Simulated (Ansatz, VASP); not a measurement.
**B in VASP and in Ansatz**

```
B
1.0
     2.45895    1.41968    4.19350
    -2.45895    1.41968    4.19350
     0.00000   -2.83935    4.19350
B
12
Direct
  0.01019 0.65361 0.01019
  0.01019 0.01019 0.65361
  0.65361 0.01019 0.01019
  0.98981 0.34639 0.98981
  0.34639 0.98981 0.98981
  0.98981 0.98981 0.34639
  0.22118 0.63060 0.22118
  0.22118 0.22118 0.63060
  0.63060 0.22118 0.22118
  0.77882 0.36940 0.77882
  0.36940 0.77882 0.77882
  0.77882 0.77882 0.36940
```

Alike in both runs: task electric field gradients; functional PBEsol; k mesh 6 × 6 × 6; no spin polarisation.

|  | VASP | Ansatz |
| --- | --- | --- |
| version | VASP 6.6.1 | Ansatz 0.2.0 |
| potentials or method | VASP PAW PBE potentials, release 64 (B) | plane-wave PAW, scalar-relativistic |
| plane-wave cutoff (eV) | 420 | 420 |
| occupations | gaussian, width 0.01 eV | fixed |
| valence electrons in the cell | 36 | 36 |

Ansatz gave:

| Property | Result |
| --- | --- |
| gap on the k mesh at the Fermi level (eV) | 1.40 |
| rms of the force components (eV/Å) | 0.097 |
| size of Vzz on the site where it differs most (V/Å²) | 14.6 |

Task: What did VASP give for the same quantities?

Result: gap on the k mesh at the Fermi level (eV): 1.40; rms of the force components (eV/Å): 0.085; size of Vzz on the site where it differs most (V/Å²): 16.7.

VASP's potentials were made for PBE, not for PBEsol, and Ansatz warns of the same on its side. Atom by atom the forces differ by 0.015 eV/Å (rms over components).
